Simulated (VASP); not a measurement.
Crystal: HgTe.

```
Hg Te
1.0
     3.01234   -3.48989    0.00000
     3.01234    3.48989    0.00000
     0.00000    0.00000    5.83656
Hg Te
2 2
Direct
  0.65695 0.34305 0.25000
  0.34305 0.65695 0.75000
  0.21519 0.78481 0.25000
  0.78481 0.21519 0.75000
```

Base run:

| Quantity | Value |
| --- | --- |
| Program | VASP 6.6.1 |
| Functional | PBE |
| Potentials or basis | VASP PAW PBE potentials, release 64 (Hg, Te) |
| Cutoff | 520 eV |
| k mesh | 6 × 6 × 5 |
| Occupations | fermi-dirac, width 0.05 eV |
| Spin | no spin polarisation |

Its results: band gap on the k mesh zero (band 18 reaches 3.97 eV, above the bottom of band 19 at 2.02 eV); pressure -1.0 GPa; largest force 0.138 eV/Å.

**Question.** After a change of settings the same cell gave: band gap on the k mesh zero (band 18 reaches 3.82 eV, above the bottom of band 19 at 1.85 eV); pressure -4.0 GPa; largest force 0.238 eV/Å. Which change was it?
A. functional from PBE to PBEsol
B. functional from PBE to r2SCAN
C. functional from PBE to LDA; potentials or basis from VASP PAW PBE potentials, release 64 (Hg, Te) to VASP PAW LDA potentials, release 64 (Hg, Te)

**Answer.** A.

PBEsol binds more tightly than PBE, so the same cell stands under less pressure.

Caveats: spin-orbit coupling is left out, which moves the levels of the heavy elements; the PAW data sets were made with another functional, which shifts forces and pressure a little (some runs).
